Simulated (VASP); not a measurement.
# InP (Fm-3m) in VASP: a series of runs, part 2 of 3

VASP 6.6.1. The steps go on from the part before.

**3. Single point, PBEsol (volume scaled by 0.96)**

Contents of INCAR:

```
SYSTEM = InP
PREC = Accurate ; ENCUT = 520
EDIFF = 1E-7 ; ISMEAR = -1
SIGMA = 0.05 ; LREAL = .False.
LASPH = .True. ; NELM = 80
ALGO = Normal ; ISIF = 2
LWAVE = .False. ; LCHARG = .False.
GGA = PS ; NBANDS = 16
```

Contents of KPOINTS:

```
Automatic mesh
0
Gamma
  8 8 8
  0 0 0
```

Contents of POSCAR:

```
InP
1.0
    0.0000000000      2.7314127370      2.7314127370
    2.7314127370      0.0000000000      2.7314127370
    2.7314127370      2.7314127370      0.0000000000
In P
1 1
Direct
    0.0000000000      0.0000000000      0.0000000000
    0.5000000000      0.5000000000      0.5000000000
```

Potentials or basis: VASP PAW PBE potentials, release 64 (In_d, P).

Started as:

```sh
$ cat potpaw_PBE.64/In_d/POTCAR potpaw_PBE.64/P/POTCAR > POTCAR
$ mpirun -np 1 vasp_std > vasp.out
```

OUTCAR:

```text
SYSTEM = InP
   PREC = Accurate
   ENCUT = 520
   EDIFF = 1E-7
   ISMEAR = -1
   LREAL = .False.
   LASPH = .True.
   NELM = 80
   ISIF = 2
   GGA = PS

 ion  position               nearest neighbor table
   1  0.000  0.000  0.000-   2 2.73   2 2.73   2 2.73   2 2.73   2 2.73   2 2.73
   2  0.500  0.500  0.500-   1 2.73   1 2.73   1 2.73   1 2.73   1 2.73   1 2.73

  LATTYP: Found a face centered cubic cell.
 ALAT       =     5.4628254740

  Lattice vectors:

 A1 = (   0.0000000000,   2.7314127370,   2.7314127370)
 A2 = (   2.7314127370,   0.0000000000,   2.7314127370)
 A3 = (   2.7314127370,   2.7314127370,   0.0000000000)

Analysis of symmetry for initial positions (statically):
=====================================================================
 Subroutine PRICEL returns:
 Original cell was already a primitive cell.

 Routine SETGRP: Setting up the symmetry group for a
 face centered cubic supercell.

 Subroutine GETGRP returns: Found 48 space group operations
 (whereof 48 operations were pure point group operations)
 out of a pool of 48 trial point group operations.

The static configuration has the point symmetry O_h .

Analysis of symmetry for dynamics (positions and initial velocities):
=====================================================================
 Subroutine PRICEL returns:
 Original cell was already a primitive cell.

 Routine SETGRP: Setting up the symmetry group for a
 face centered cubic supercell.

 Subroutine GETGRP returns: Found 48 space group operations
 (whereof 48 operations were pure point group operations)
 out of a pool of 48 trial point group operations.

The dynamic configuration has the point symmetry O_h .

 Subroutine INISYM returns: Found 48 space group operations
 (whereof 48 operations are pure point group operations),
 and found     1 'primitive' translations

[... 105 lines left out ...]
   NELECT =      18.0000    total number of electrons
   NUPDOWN=      -1.0000    fix difference up-down
   EMIN   =  10.00;   EMAX   =-10.00  energy-range for DOS
   EFERMI =   0.00;   METHOD = LEGACY
   ISMEAR =    -1;   SIGMA  =   0.05  broadening in eV -4-tet -1-fermi 0-gaus
   EFERMI_NEDOS =   21; number of points for ismear=-14 and -15
   IALGO  =     38    algorithm
   IMIX   =      4    mixing-type and parameters
     AMIX     =   0.40;   BMIX     =  1.00
     AMIX_MAG =   1.60;   BMIX_MAG =  1.00
  volume/ion in A,a.u.               =      20.38       137.52
  Fermi-wavevector in a.u.,A,eV,Ry     =   1.246718  2.355956 21.147624  1.554307
  Thomas-Fermi vector in A             =   2.380883
   LORBIT       =      0    0 simple, 1 ext, 2 COOP (PROOUT), +10 PAW based schemes
   GGA     = PS    functional components
   LHFCALC =     F    Hartree Fock is set to
   AEXX    =    0.0000 exact exchange contribution
   IVDW    =     0    specifies the selected vdW correction
   LEPSILON=     F    determine dielectric tensor
   LRPA    =     F    only Hartree local field effects (RPA)
 non-spin polarized calculation
  energy-cutoff  :      520.00
  volume of cell :       40.76
 maximum number of plane-waves:      1121
 NGX is ok and might be reduce to    30
   NGX = 15   NGY = 15   NGZ = 15

 number of electron      17.9999998 magnetization

 Free energy of the ion-electron system (eV)
  ---------------------------------------------------
  ext. energy  EPLUGINS =         0.00000000
  ---------------------------------------------------
  free energy    TOTEN  =        -8.79088637 eV

  energy without entropy =       -8.77877988  energy(sigma->0) =       -8.78483313

 E-fermi :   7.5460     XC(G=0): -10.7400

 val. band max:        7.5360279040   @ k =  -0.3750   0.5000   0.1250
 cond. band min:       7.5798918302   @ k =  -0.3750   0.3750   0.0000
 fundamental gap:      0.0438639261
 Fermi energy:         7.5460436817

 k-point     1 :       0.0000    0.0000    0.0000
  band No.  band energies     occupation
      1      -6.7733      2.00000
      2      -6.7733      2.00000
      3      -6.7496      2.00000
      4      -6.7496      2.00000
      5      -6.7496      2.00000
      6      -4.8952      2.00000
[... 433 lines left out ...]
      3      -6.7365      2.00000
      4      -6.6947      2.00000
      5      -6.6451      2.00000
      6      -2.0818      2.00000
[... 8 lines left out ...]
     15      17.6050      0.00000
     16      20.4054      0.00000

 [... further k-points ...]
[... 5 lines left out ...]
  --------------------------------------------------------------------------------------
  -------------------------------------------------------------------------------------
  Total       -0.0637789     -0.0637789     -0.0637789      0.0000000      0.0000000      0.0000000
  in kB       -2.5072383     -2.5072383     -2.5072383      0.0000000      0.0000000      0.0000000
  external PRESSURE =      -2.5072383 kB  Pullay stress =       0.0000000 kB

 VOLUME and BASIS-vectors are now :
 -----------------------------------------------------------------------------
  energy-cutoff  :      520.00
  volume of cell :       40.76
      direct lattice vectors                 reciprocal lattice vectors
     0.000000000  2.731412737  2.731412737    -0.183055455  0.183055455  0.183055455
     2.731412737  0.000000000  2.731412737     0.183055455 -0.183055455  0.183055455
     2.731412737  2.731412737  0.000000000     0.183055455  0.183055455 -0.183055455

 POSITION                                       TOTAL-FORCE (eV/Angst)
 -----------------------------------------------------------------------------------
      0.00000      0.00000      0.00000         0.000000      0.000000      0.000000
      2.73141      2.73141      2.73141         0.000000     -0.000000     -0.000000
 -----------------------------------------------------------------------------------
    total drift:                               -0.000000      0.000000      0.000000

  FREE ENERGIE OF THE ION-ELECTRON SYSTEM (eV)
  ---------------------------------------------------
  free  energy   TOTEN  =        -8.7908863738 eV

  energy  without entropy=       -8.7787798827  energy(sigma->0) =       -8.78483313
```

stdout:

```text
POSCAR found type information on POSCAR InP
 POSCAR found :  2 types and       2 ions
 scaLAPACK will be used
 -----------------------------------------------------------------------------
|                                                                             |
|                                                                             |
|     You enforced a specific xc type in the INCAR file but a different       |
|     I HOPE YOU KNOW WHAT YOU ARE DOING!                                     |
|                                                                             |
 -----------------------------------------------------------------------------

 LDA part: xc-table for (Slater+PW92), standard interpolation
 POSCAR, INCAR and KPOINTS ok, starting setup
 FFT: planning ... GRIDC
 FFT: planning ... GRID_SOFT
 FFT: planning ... GRID
 WAVECAR not read
 entering main loop
```

Run time: 15 s. Hardware: 1 thread of Intel Xeon 6975P-C, shared host; peak memory 0.17 GiB.

Results:

```
Free energy            : -8.7909 eV
Pressure               : -0.3 GPa
Band gap on the k mesh : zero (band 9 reaches 7.77 eV, above the bottom of band 10 at 4.96 eV)
```

Levels at points of the mesh, in eV from the Fermi level:
```csv
k point,band 6,band 7,band 8,band 9,band 10,band 11,band 12,band 13
"(0.00, 0.00, 0.00)",-12.44,-0.40,-0.40,-0.40,0.70,6.97,6.97,6.97
"(0.50, 0.00, 0.00)",-10.19,-7.02,0.08,0.08,2.32,3.23,3.23,5.36
"(0.50, 0.50, 0.00)",-8.95,-5.36,-2.63,-2.59,-2.59,3.57,10.06,10.06
```

Caveat: the PAW data sets were made with another functional, which shifts forces and pressure a little; spin-orbit coupling is left out, which moves the levels of the heavy elements.

(Continued in part 3 of 3.)
